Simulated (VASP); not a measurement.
# CaYI4 (P4/mmm) in VASP: single point with PBE

Aim: the single point of CaYI4 with PBE.

Program: VASP 6.6.1. These are calculated values, not measurements. Logs are shortened: lines on timing, memory, paths and dates and some standing lists are left out, and cuts for length are marked.

## (1) The cell of the first run

The structure is tetragonal, space group P4/mmm (No. 123). The conventional cell has a = 5.413 Å, b = 5.413 Å, c = 7.656 Å, α = 90.00°, β = 90.00°, γ = 90.00°. Within 4.4 Å of Ca (site symmetry 4/mmm) lie 8 I at 3.31 Å. Within 4.4 Å of Y (site symmetry 4/mmm) lie 8 I at 3.31 Å. I (site symmetry 2mm) has 2 Ca at 3.31 Å and 2 Y at 3.31 Å and 6 I at 3.83 Å within 4.4 Å.

## (2) Single point, PBE

Input file INCAR:

```
SYSTEM = CaYI4
PREC = Accurate
ENCUT = 520
EDIFF = 1E-6
ISMEAR = 0
SIGMA = 0.1
LREAL = .False.
LASPH = .True.
NELM = 80
ALGO = Normal
ISIF = 2
LWAVE = .False.
LCHARG = .False.
GGA = PE
NBANDS = 34
```

Input file KPOINTS:

```
regular mesh
0
Gamma
  4 4 2
  0 0 0
```

Input file POSCAR:

```
CaYI4
1.0
    5.4133723300      0.0000000000      0.0000000000
    0.0000000000      5.4133723300      0.0000000000
    0.0000000000      0.0000000000      7.6556645700
Ca Y I
1 1 4
Direct
    0.5000000000      0.5000000000      0.5000000000
    0.0000000000      0.0000000000      0.0000000000
    0.5000000000      0.0000000000      0.2500000000
    0.0000000000      0.5000000000      0.7500000000
    0.5000000000      0.0000000000      0.7500000000
    0.0000000000      0.5000000000      0.2500000000
```

Potentials or basis: VASP PAW PBE potentials, release 64 (Ca_sv, Y_sv, I).

Run with:

```sh
$ cat potpaw_PBE.64/Ca_sv/POTCAR potpaw_PBE.64/Y_sv/POTCAR potpaw_PBE.64/I/POTCAR > POTCAR
$ mpirun -np 1 vasp_std > vasp.out
```

OUTCAR:

```text
SYSTEM = CaYI4
   PREC = Accurate
   ENCUT = 520
   EDIFF = 1E-6
   ISMEAR = 0
   LREAL = .False.
   LASPH = .True.
   NELM = 80
   ISIF = 2
   GGA = PE

 ion  position               nearest neighbor table
   1  0.500  0.500  0.500-   3 3.31   4 3.31   5 3.31   6 3.31   3 3.31   5 3.31   4 3.31   6 3.31

   2  0.000  0.000  0.000-   3 3.31   4 3.31   5 3.31   6 3.31   4 3.31   6 3.31   3 3.31   5 3.31

   3  0.500  0.000  0.250-   1 3.31   2 3.31   1 3.31   2 3.31
   4  0.000  0.500  0.750-   1 3.31   2 3.31   2 3.31   1 3.31
   5  0.500  0.000  0.750-   1 3.31   2 3.31   1 3.31   2 3.31
   6  0.000  0.500  0.250-   1 3.31   2 3.31   2 3.31   1 3.31

  LATTYP: Found a simple tetragonal cell.
 ALAT       =     5.4133723300
 C/A-ratio  =     1.4142135629

  Lattice vectors:

 A1 = (   5.4133723300,   0.0000000000,   0.0000000000)
 A2 = (   0.0000000000,   5.4133723300,   0.0000000000)
 A3 = (   0.0000000000,   0.0000000000,   7.6556645700)

Analysis of symmetry for initial positions (statically):
=====================================================================
 Subroutine PRICEL returns:
 Original cell was already a primitive cell.

 Routine SETGRP: Setting up the symmetry group for a
 simple tetragonal supercell.

 Subroutine GETGRP returns: Found 16 space group operations
 (whereof 16 operations were pure point group operations)
 out of a pool of 16 trial point group operations.

The static configuration has the point symmetry D_4h.

Analysis of symmetry for dynamics (positions and initial velocities):
=====================================================================
 Subroutine PRICEL returns:
 Original cell was already a primitive cell.

 Routine SETGRP: Setting up the symmetry group for a
 simple tetragonal supercell.

 Subroutine GETGRP returns: Found 16 space group operations
 (whereof 16 operations were pure point group operations)
 out of a pool of 16 trial point group operations.

The dynamic configuration has the point symmetry D_4h.

 Subroutine INISYM returns: Found 16 space group operations
 (whereof 16 operations are pure point group operations),
 and found     1 'primitive' translations

----------------------------------------------------------------------------------------

[... 85 lines left out ...]
   ENCUT  =  520.0 eV  38.22 Ry    6.18 a.u.  10.07 10.07 14.23*2*pi/ulx,y,z
   NELM   =     80;   NELMIN=  2; NELMDL= -5     # of ELM steps
   EDIFF  = 0.1E-05   stopping-criterion for ELM
   LREAL  =      F    real-space projection
   EDIFFG = 0.1E-04   stopping-criterion for IOM
   NSW    =      0    number of steps for IOM
   IBRION =     -1    ionic relax: 0-MD 1-quasi-New 2-CG
   NFREE  =      0    steps in history (QN), initial steepest desc. (CG)
   ISIF   =      2    stress and relaxation
   ISYM   =      2    0-nonsym 1-usesym 2-fastsym
   POTIM  = 0.5000    time-step for ionic-motion
   TEBEG  =    0.0;   TEEND  =   0.0 temperature during run
   PSTRESS=    0.0 pullay stress
   NELECT =      49.0000    total number of electrons
   NUPDOWN=      -1.0000    fix difference up-down
   EMIN   =  10.00;   EMAX   =-10.00  energy-range for DOS
   EFERMI =   0.00;   METHOD = LEGACY
   ISMEAR =     0;   SIGMA  =   0.10  broadening in eV -4-tet -1-fermi 0-gaus
   EFERMI_NEDOS =   21; number of points for ismear=-14 and -15
   IALGO  =     38    algorithm
   IMIX   =      4    mixing-type and parameters
     AMIX     =   0.40;   BMIX     =  1.00
     AMIX_MAG =   1.60;   BMIX_MAG =  1.00
  volume/ion in A,a.u.               =      37.39       252.33
  Fermi-wavevector in a.u.,A,eV,Ry     =   0.985902  1.863086 13.224913  0.972004
  Thomas-Fermi vector in A             =   2.117244
   LORBIT       =      0    0 simple, 1 ext, 2 COOP (PROOUT), +10 PAW based schemes
   GGA     = PE    functional components
   LHFCALC =     F    Hartree Fock is set to
   AEXX    =    0.0000 exact exchange contribution
   IVDW    =     0    specifies the selected vdW correction
   LEPSILON=     F    determine dielectric tensor
   LRPA    =     F    only Hartree local field effects (RPA)
 non-spin polarized calculation
 Gauss-broadening in eV      SIGMA  =   0.10
  energy-cutoff  :      520.00
  volume of cell :      224.35
 maximum number of plane-waves:      6084
   NGX = 21   NGY = 21   NGZ = 29

 number of electron      49.0000006 magnetization

 Free energy of the ion-electron system (eV)
  ---------------------------------------------------
  ext. energy  EPLUGINS =         0.00000000
  ---------------------------------------------------
  free energy    TOTEN  =       -21.62344869 eV

  energy without entropy =      -21.59968734  energy(sigma->0) =      -21.61156801

 E-fermi :   5.5229     XC(G=0):  -8.3841

 val. band max:        5.4801373387   @ k =   0.2500   0.2500   0.0000
 cond. band min:       5.5511846810   @ k =   0.0000   0.0000   0.0000
 fundamental gap:      0.0710473423
 Fermi energy:         5.5228692910

 k-point     1 :       0.0000    0.0000    0.0000
  band No.  band energies     occupation
      1     -39.3871      2.00000
      2     -37.7765      2.00000
      3     -19.3399      2.00000
      4     -19.3399      2.00000
      5     -19.3275      2.00000
      6     -18.7717      2.00000
[... 433 lines left out ...]
     33       7.1927      0.00000
     34       7.7030      0.00000

------------------------ aborting loop because EDIFF is reached ----------------------------------------

  FORCE on cell =-STRESS in cart. coord.  units (eV):
  Direction    XX          YY          ZZ          XY          YZ          ZX
  --------------------------------------------------------------------------------------
  -------------------------------------------------------------------------------------
  Total        0.2513110      0.2513110      0.6319246      0.0000000      0.0000000      0.0000000
  in kB        1.7947475      1.7947475      4.5129147      0.0000000      0.0000000      0.0000000
  external PRESSURE =       2.7008033 kB  Pullay stress =       0.0000000 kB

 VOLUME and BASIS-vectors are now :
 -----------------------------------------------------------------------------
  energy-cutoff  :      520.00
  volume of cell :      224.35
      direct lattice vectors                 reciprocal lattice vectors
     5.413372330  0.000000000  0.000000000     0.184727733  0.000000000  0.000000000
     0.000000000  5.413372330  0.000000000     0.000000000  0.184727733  0.000000000
     0.000000000  0.000000000  7.655664570     0.000000000  0.000000000  0.130622233

 POSITION                                       TOTAL-FORCE (eV/Angst)
 -----------------------------------------------------------------------------------
      2.70669      2.70669      3.82783         0.000000     -0.000000      0.000000
      0.00000      0.00000      0.00000         0.000000     -0.000000      0.000000
      2.70669      0.00000      1.91392         0.000000     -0.000000     -0.258350
      0.00000      2.70669      5.74175        -0.000000      0.000000      0.258350
      2.70669      0.00000      5.74175        -0.000000      0.000000      0.258350
      0.00000      2.70669      1.91392         0.000000      0.000000     -0.258350
 -----------------------------------------------------------------------------------
    total drift:                                0.000000      0.000000     -0.000000

  FREE ENERGIE OF THE ION-ELECTRON SYSTEM (eV)
  ---------------------------------------------------
  free  energy   TOTEN  =       -21.6234486870 eV

  energy  without entropy=      -21.5996873380  energy(sigma->0) =      -21.61156801
```

OSZICAR:

```text
N       E                     dE             d eps       ncg     rms          rms(c)
DAV:   1     0.330979126833E+03    0.33098E+03   -0.20586E+04   824   0.123E+03
DAV:   2     0.493463935143E+01   -0.32604E+03   -0.31387E+03  1018   0.278E+02
DAV:   3    -0.210567891276E+02   -0.25991E+02   -0.25732E+02  1264   0.652E+01
DAV:   4    -0.224194513636E+02   -0.13627E+01   -0.13568E+01  1366   0.144E+01
DAV:   5    -0.224599236295E+02   -0.40472E-01   -0.40431E-01  1228   0.196E+00    0.150E+01
DAV:   6    -0.216306133173E+02    0.82931E+00   -0.35142E+00  1038   0.456E+00    0.119E+01
DAV:   7    -0.216129596394E+02    0.17654E-01   -0.51886E-01  1202   0.269E+00    0.584E+00
DAV:   8    -0.216229626933E+02   -0.10003E-01   -0.70369E-02  1178   0.118E+00    0.549E-01
DAV:   9    -0.216223379055E+02    0.62479E-03   -0.11988E-02  1118   0.439E-01    0.274E-01
DAV:  10    -0.216230148299E+02   -0.67692E-03   -0.15931E-03  1104   0.154E-01    0.849E-02
DAV:  11    -0.216232893756E+02   -0.27455E-03   -0.22506E-04  1128   0.574E-02    0.303E-02
DAV:  12    -0.216234162472E+02   -0.12687E-03   -0.11196E-04  1054   0.378E-02    0.256E-02
DAV:  13    -0.216234443680E+02   -0.28121E-04   -0.34694E-05   980   0.190E-02    0.949E-03
DAV:  14    -0.216234483008E+02   -0.39328E-05   -0.79687E-06   880   0.855E-03    0.252E-03
DAV:  15    -0.216234486870E+02   -0.38620E-06   -0.71445E-07   754   0.297E-03
   1 F= -.21623449E+02 E0= -.21611568E+02  d E =-.237613E-01
```

It took 62 s on 1 thread of AMD EPYC 9R45 (Zen 5), shared host; peak memory 0.32 GiB.

Results:

```yaml
Free_energy: -21.6234 eV
Pressure: 0.3 GPa
Largest_force: 0.258 eV/Å
```

Forces in eV/Å, atoms in the order of the input:
```
Ca   0.000  0.000  0.000
Y    0.000  0.000  0.000
I    0.000  0.000 -0.258
I    0.000  0.000  0.258
I    0.000  0.000  0.258
I    0.000  0.000 -0.258
```

Stress tensor (GPa, compression positive):
```
0.18 0.00 0.00
0.00 0.18 0.00
0.00 0.00 0.45
```

Levels at points of the mesh, in eV from the Fermi level:
| k point | band 22 | band 23 | band 24 | band 25 | band 26 | band 27 |
| --- | --- | --- | --- | --- | --- | --- |
| (0.00, 0.00, 0.00) | -3.25 | -3.25 | -2.52 | -0.52 | 0.03 | 0.45 |
| (0.50, 0.00, 0.00) | -4.31 | -3.16 | -3.04 | 0.07 | 0.42 | 0.99 |
| (0.50, 0.50, 0.00) | -3.11 | -2.57 | -2.47 | -0.46 | -0.34 | 0.88 |
| (0.00, 0.00, 0.50) | -3.28 | -3.21 | -3.21 | -0.27 | 0.11 | 0.54 |
| (0.50, 0.00, 0.50) | -4.49 | -4.49 | -4.47 | 0.18 | 0.35 | 0.85 |
| (0.50, 0.50, 0.50) | -2.98 | -2.74 | -2.65 | 0.18 | 0.28 | 0.90 |

Caveat: the k points lie up to 0.41 Å⁻¹ apart; spin-orbit coupling is left out, which moves the levels of the heavy elements; an odd number of electrons without spin polarisation forces a metal; a magnetic or distorted state may lie lower.
